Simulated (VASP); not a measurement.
# Sn (I4/mmm) in VASP: further runs

The runs below take Sn through electric field gradients, with LDA, PBEsol.

Everything below comes from runs of VASP 6.6.1. Logs are shortened: lines on timing, memory, paths and dates and some standing lists are left out, and cuts for length are marked.

## 1. The cell of the first run

Symmetry: I4/mmm, No. 139, tetragonal system. Conventional cell: a = 4.004 Å, b = 4.004 Å, c = 3.277 Å, α = 90.00°, β = 90.00°, γ = 90.00°. Sn (site symmetry 4/mmm) has 14 Sn at 3.27 to 4.00 Å within 4.3 Å.

## 2. Electric field gradients, LDA (26.26 Å³/atom)

The input, INCAR:

```
  ALGO = Normal
  EDIFF = 1E-8
  ENCUT = 520
  GGA = CA
  ISIF = 2
  ISMEAR = -1
  LASPH = True
  LCHARG = False
  LEFG = True
  LREAL = False
  LWAVE = False
  NBANDS = 13
  NELM = 100
  PREC = Accurate
  SIGMA = 0.05
```

The input, KPOINTS:

```
k-points
0
Gamma
  16 16 16
```

The input, POSCAR:

```
Sn
1.0
   -2.0017645706      2.0017645706      1.6383145356
    2.0017645706     -2.0017645706      1.6383145356
    2.0017645706      2.0017645706     -1.6383145356
Sn
1
Direct
    0.0000000000      0.0000000000      0.0000000000
```

Potentials or basis: VASP PAW LDA potentials, release 64 (Sn_d).

Command:

```bash
$ cat potpaw_LDA.64/Sn_d/POTCAR > POTCAR
$ mpirun -np 1 vasp_std > vasp.out
```

OUTCAR:

```text
EDIFF = 1E-8
   ENCUT = 520
   GGA = CA
   ISIF = 2
   ISMEAR = -1
   LASPH = True
   LREAL = False
   NELM = 100
   PREC = Accurate

 ion  position               nearest neighbor table
   1  0.000  0.000  0.000-

  LATTYP: Found a body centered tetragonal cell.
 ALAT       =     4.0035291412
 C/A-ratio  =     0.8184351745

  Lattice vectors:

 A1 = (  -2.0017645706,   2.0017645706,   1.6383145356)
 A2 = (   2.0017645706,  -2.0017645706,   1.6383145356)
 A3 = (   2.0017645706,   2.0017645706,  -1.6383145356)

Analysis of symmetry for initial positions (statically):
=====================================================================
 Subroutine PRICEL returns:
 Original cell was already a primitive cell.

 Routine SETGRP: Setting up the symmetry group for a
 body centered tetragonal supercell.

 Subroutine GETGRP returns: Found 16 space group operations
 (whereof 16 operations were pure point group operations)
 out of a pool of 16 trial point group operations.

The static configuration has the point symmetry D_4h.

Analysis of symmetry for dynamics (positions and initial velocities):
=====================================================================
 Subroutine PRICEL returns:
 Original cell was already a primitive cell.

 Routine SETGRP: Setting up the symmetry group for a
 body centered tetragonal supercell.

 Subroutine GETGRP returns: Found 16 space group operations
 (whereof 16 operations were pure point group operations)
 out of a pool of 16 trial point group operations.

The dynamic configuration has the point symmetry D_4h.

 Subroutine INISYM returns: Found 16 space group operations
 (whereof 16 operations are pure point group operations),
 and found     1 'primitive' translations

----------------------------------------------------------------------------------------

                                     Primitive cell

  volume of cell :      26.2593

  direct lattice vectors                    reciprocal lattice vectors
    -2.001764571  2.001764571  1.638314536     0.000000000  0.249779623  0.305191701
     2.001764571 -2.001764571  1.638314536     0.249779623  0.000000000  0.305191701
     2.001764571  2.001764571 -1.638314536     0.249779623  0.249779623  0.000000000

  length of vectors
     3.270809886  3.270809886  3.270809886     0.394375246  0.394375246  0.353241731

  position of ions in fractional coordinates (direct lattice)
     0.000000000  0.000000000  0.000000000

  ion indices of the primitive-cell ions
   primitive index   ion index
                 1           1

----------------------------------------------------------------------------------------

 KPOINTS: k-points

Automatic generation of k-mesh.
 Grid dimensions read from file:
 generate k-points for:   16   16   16

 Generating k-lattice:

  Cartesian coordinates                     Fractional coordinates (reciprocal lattice)
     0.000000000  0.015611226  0.019074481     0.062500000  0.000000000  0.000000000
     0.015611226  0.000000000  0.019074481     0.000000000  0.062500000  0.000000000
     0.015611226  0.015611226  0.000000000     0.000000000  0.000000000  0.062500000

  Length of vectors
     0.024648453  0.024648453  0.022077608

  Shift w.r.t. Gamma in fractional coordinates (k-lattice)
     0.000000000  0.000000000  0.000000000

 Subroutine IBZKPT returns following result:
 ===========================================

 Found    349 irreducible k-points:

 Following reciprocal coordinates:
            Coordinates               Weight
  0.000000  0.000000  0.000000      1.000000
  0.062500  0.000000  0.000000      8.000000
  0.125000  0.000000  0.000000      8.000000
  0.187500 -0.000000  0.000000      8.000000
  0.250000  0.000000  0.000000      8.000000
  0.312500  0.000000  0.000000      8.000000
[... 16 lines left out ...]
 -0.125000  0.062500  0.000000     16.000000
 -0.062500  0.062500  0.000000      4.000000
 [... further k-points ...]
   k-points           NKPTS =    349   k-points in BZ     NKDIM =    349   number of bands    NBANDS=     13
   number of dos      NEDOS =    301   number of ions     NIONS =      1
   total plane-waves  NPLWV =  13824
   dimension x,y,z NGX =    24 NGY =   24 NGZ =   24
   dimension x,y,z NGXF=    48 NGYF=   48 NGZF=   48
   ions per type =               1
   NGX,Y,Z   is equivalent  to a cutoff of  12.20, 12.20, 12.20 a.u.
   NGXF,Y,Z  is equivalent  to a cutoff of  24.40, 24.40, 24.40 a.u.
 SYSTEM =  unknown system
   PREC   = accura    normal or accurate (medium, high low for compatibility)
   ISTART =      0    job   : 0-new  1-cont  2-samecut
   ICHARG =      2    charge: 1-file 2-atom 10-const
   ISPIN  =      1    spin polarized calculation?
   LNONCOLLINEAR =      F non collinear calculations
   LSORBIT =      F    spin-orbit coupling
   LASPH  =      T    aspherical Exc in radial PAW
   ENCUT  =  520.0 eV  38.22 Ry    6.18 a.u.   6.08  6.08  6.08*2*pi/ulx,y,z
   NELM   =    100;   NELMIN=  2; NELMDL= -5     # of ELM steps
   EDIFF  = 0.1E-07   stopping-criterion for ELM
   LREAL  =      F    real-space projection
   EDIFFG = 0.1E-06   stopping-criterion for IOM
   NSW    =      0    number of steps for IOM
   IBRION =     -1    ionic relax: 0-MD 1-quasi-New 2-CG
   NFREE  =      0    steps in history (QN), initial steepest desc. (CG)
   ISIF   =      2    stress and relaxation
   ISYM   =      2    0-nonsym 1-usesym 2-fastsym
   POTIM  = 0.5000    time-step for ionic-motion
   TEBEG  =    0.0;   TEEND  =   0.0 temperature during run
   PSTRESS=    0.0 pullay stress
   NELECT =      14.0000    total number of electrons
   NUPDOWN=      -1.0000    fix difference up-down
   EMIN   =  10.00;   EMAX   =-10.00  energy-range for DOS
   EFERMI =   0.00;   METHOD = LEGACY
   ISMEAR =    -1;   SIGMA  =   0.05  broadening in eV -4-tet -1-fermi 0-gaus
   EFERMI_NEDOS =   21; number of points for ismear=-14 and -15
   IALGO  =     38    algorithm
   IMIX   =      4    mixing-type and parameters
     AMIX     =   0.40;   BMIX     =  1.00
     AMIX_MAG =   1.60;   BMIX_MAG =  1.00
  volume/ion in A,a.u.               =      26.26       177.21
  Fermi-wavevector in a.u.,A,eV,Ry     =   1.327465  2.508545 23.975688  1.762163
  Thomas-Fermi vector in A             =   2.456775
   LORBIT       =      0    0 simple, 1 ext, 2 COOP (PROOUT), +10 PAW based schemes
   GGA     = CA    functional components
   LHFCALC =     F    Hartree Fock is set to
   AEXX    =    0.0000 exact exchange contribution
   IVDW    =     0    specifies the selected vdW correction
   LEPSILON=     F    determine dielectric tensor
   LRPA    =     F    only Hartree local field effects (RPA)
 non-spin polarized calculation
  energy-cutoff  :      520.00
  volume of cell :       26.26
 maximum number of plane-waves:       734
   NGX = 13   NGY = 13   NGZ = 13

 number of electron      13.9999999 magnetization

 Free energy of the ion-electron system (eV)
  ---------------------------------------------------
  ext. energy  EPLUGINS =         0.00000000
  ---------------------------------------------------
  free energy    TOTEN  =        -4.44760251 eV

  energy without entropy =       -4.44332565  energy(sigma->0) =       -4.44546408

 E-fermi :   8.2222     XC(G=0): -10.7571

 val. band max:        8.2094183417   @ k =   0.2500   0.1250   0.0000
 cond. band min:       8.2241564488   @ k =  -0.0625  -0.3125   0.0625
 fundamental gap:      0.0147381071
 Fermi energy:         8.2221530524

 k-point     1 :       0.0000    0.0000    0.0000
  band No.  band energies     occupation
      1     -13.2736      2.00000
      2     -13.1837      2.00000
      3     -13.1837      2.00000
      4     -13.1805      2.00000
      5     -13.0513      2.00000
      6      -3.1471      2.00000
      7      15.1526      0.00000
      8      15.1526      0.00000
      9      17.8510      0.00000
     10      18.7788      0.00000
     11      19.9628      0.00000
     12      20.9580      0.00000
     13      20.9580      0.00000

 k-point     2 :       0.0625    0.0000    0.0000
  band No.  band energies     occupation
      1     -13.2688      2.00000
      2     -13.1841      2.00000
      3     -13.1827      2.00000
      4     -13.1747      2.00000
      5     -13.0537      2.00000
      6      -3.0514      2.00000
      7      14.8379      0.00000
      8      14.9077      0.00000
      9      17.1746      0.00000
     10      19.1310      0.00000
     11      19.9657      0.00000
     12      20.3734      0.00000
     13      20.5808      0.00000

 k-point     3 :       0.1250    0.0000    0.0000
  band No.  band energies     occupation
      1     -13.2595      2.00000
      2     -13.1863      2.00000
      3     -13.1752      2.00000
      4     -13.1575      2.00000
      5     -13.0605      2.00000
      6      -2.7639      2.00000
      7      14.1566      0.00000
      8      14.2087      0.00000
      9      15.5981      0.00000
     10      18.9739      0.00000
     11      19.0350      0.00000
     12      20.5006      0.00000
     13      21.3155      0.00000

 k-point     4 :       0.1875   -0.0000    0.0000
  band No.  band energies     occupation
      1     -13.2576      2.00000
      2     -13.1910      2.00000
      3     -13.1516      2.00000
      4     -13.1315      2.00000
      5     -13.0698      2.00000
      6      -2.2836      2.00000
      7      12.7135      0.00000
      8      13.4076      0.00000
      9      14.3640      0.00000
     10      18.0638      0.00000
     11      18.0803      0.00000
     12      21.3980      0.00000
     13      21.7801      0.00000

 k-point     5 :       0.2500    0.0000    0.0000
  band No.  band energies     occupation
      1     -13.2656      2.00000
      2     -13.1987      2.00000
      3     -13.1129      2.00000
      4     -13.1008      2.00000
      5     -13.0792      2.00000
      6      -1.6098      2.00000
      7      10.6653      0.00000
      8      12.7151      0.00000
      9      13.6962      0.00000
     10      17.2370      0.00000
     11      17.2563      0.00000
     12      21.4422      0.00000
     13      23.3173      0.00000
[... 257 lines left out ...]
 k-point    22 :      -0.1875    0.0625   -0.0000
  band No.  band energies     occupation
      1     -13.2539      2.00000
      2     -13.1885      2.00000
      3     -13.1664      2.00000
      4     -13.1482      2.00000
      5     -13.0652      2.00000
      6      -2.5362      2.00000
      7      12.4618      0.00000
      8      14.1560      0.00000
      9      14.9947      0.00000
     10      18.4583      0.00000
     11      19.8463      0.00000
     12      20.9536      0.00000
     13      22.2098      0.00000

 k-point    23 :      -0.1250    0.0625    0.0000
  band No.  band energies     occupation
      1     -13.2613      2.00000
      2     -13.1860      2.00000
      3     -13.1800      2.00000
      4     -13.1671      2.00000
      5     -13.0574      2.00000
      6      -2.8998      2.00000
      7      13.3031      0.00000
      8      14.9755      0.00000
      9      16.6230      0.00000
     10      19.4454      0.00000
     11      19.9350      0.00000
     12      20.3242      0.00000
     13      21.9715      0.00000

 k-point    24 :      -0.0625    0.0625    0.0000
  band No.  band energies     occupation
      1     -13.2691      2.00000
      2     -13.1848      2.00000
      3     -13.1824      2.00000
      4     -13.1770      2.00000
      5     -13.0532      2.00000
      6      -3.0713      2.00000
      7      14.1527      0.00000
      8      15.2099      0.00000
      9      17.5884      0.00000
     10      19.2072      0.00000
     11      20.1756      0.00000
     12      20.7274      0.00000
     13      21.3631      0.00000

 [... further k-points ...]
[... 5 lines left out ...]
  --------------------------------------------------------------------------------------
  -------------------------------------------------------------------------------------
  Total       -0.2254012     -0.2254012     -0.1186321      0.0000000      0.0000000      0.0000000
  in kB      -13.7525616    -13.7525616     -7.2381801      0.0000000      0.0000000      0.0000000
  external PRESSURE =     -11.5811011 kB  Pullay stress =       0.0000000 kB

 VOLUME and BASIS-vectors are now :
 -----------------------------------------------------------------------------
  energy-cutoff  :      520.00
  volume of cell :       26.26
      direct lattice vectors                 reciprocal lattice vectors
    -2.001764571  2.001764571  1.638314536     0.000000000  0.249779623  0.305191701
     2.001764571 -2.001764571  1.638314536     0.249779623  0.000000000  0.305191701
     2.001764571  2.001764571 -1.638314536     0.249779623  0.249779623  0.000000000

 POSITION                                       TOTAL-FORCE (eV/Angst)
 -----------------------------------------------------------------------------------
      0.00000      0.00000      0.00000        -0.000000     -0.000000      0.000000
 -----------------------------------------------------------------------------------
    total drift:                                0.000000      0.000000     -0.000000

  FREE ENERGIE OF THE ION-ELECTRON SYSTEM (eV)
  ---------------------------------------------------
  free  energy   TOTEN  =        -4.4476025077 eV

  energy  without entropy=       -4.4433256514  energy(sigma->0) =       -4.44546408

 Electric field gradients (V/A^2)
---------------------------------------------------------------------
 ion       V_xx      V_yy      V_zz      V_xy      V_xz      V_yz
---------------------------------------------------------------------
   1      -6.152    -6.152    12.305    -0.000    -0.001    -0.001
---------------------------------------------------------------------

 Electric field gradients after diagonalization (V/A^2)
 (convention: |V_zz| > |V_xx| > |V_yy|)
----------------------------------------------------------------------
 ion       V_xx      V_yy      V_zz     asymmetry (V_yy - V_xx)/ V_zz
----------------------------------------------------------------------
   1      -6.153    -6.152    12.305       0.000
----------------------------------------------------------------------

           NMR quadrupolar parameters

 Cq : quadrupolar parameter    Cq=e*Q*V_zz/h
 eta: asymmetry parameters     (V_yy - V_xx)/ V_zz
 Q  : nuclear electric quadrupole moment in mb (millibarn)
----------------------------------------------------------------------
 ion       Cq(MHz)       eta       Q (mb)
----------------------------------------------------------------------
   1       0.030       0.000       1.000
----------------------------------------------------------------------
```

Run time: 30 s. Hardware: 1 thread of Intel Xeon Platinum 8488C (Sapphire Rapids), shared host; peak memory 0.21 GiB.

Results:

- Free energy: -4.4476 eV
- Pressure: -1.2 GPa
- Band gap on the k mesh: zero (bands 7 and 8 overlap by 9.16 eV)
- Largest electric field gradient by atom: Sn +12.3 V/Å²

Stress tensor (GPa, compression positive):
```
-1.38  0.00  0.00
 0.00 -1.38  0.00
 0.00  0.00 -0.72
```

Levels at points of the mesh, in eV from the Fermi level:
| k point | band 3 | band 4 | band 5 | band 6 | band 7 | band 8 | band 9 | band 10 | band 11 | band 12 |
| --- | --- | --- | --- | --- | --- | --- | --- | --- | --- | --- |
| (0.00, 0.00, 0.00) | -21.41 | -21.40 | -21.27 | -11.37 | 6.93 | 6.93 | 9.63 | 10.56 | 11.74 | 12.74 |
| (0.50, 0.00, 0.00) | -21.32 | -21.24 | -21.22 | -5.85 | -4.34 | 3.11 | 4.39 | 7.45 | 7.59 | 13.96 |
| (0.50, 0.50, 0.00) | -21.37 | -21.32 | -21.22 | -7.43 | -4.88 | 5.92 | 7.94 | 10.75 | 11.22 | 11.97 |
| (0.50, 0.50, 0.50) | -21.24 | -21.24 | -21.21 | -3.36 | -1.67 | -1.67 | 2.54 | 3.12 | 6.29 | 19.11 |

Electric field gradients, principal values (V/Å²):
```tsv
atom	least	middle	greatest (by size)
1 Sn	-6.152	-6.153	12.305
```

Caveat: without QUAD_EFG the Cq values of the log hold for a quadrupole moment of 1 mb, not for the nuclei; spin-orbit coupling is left out, which moves the levels of the heavy elements.

(Continued in part 2 of 2.)

The gap in the log of VASP goes by the Fermi energy; the results here count the filled bands.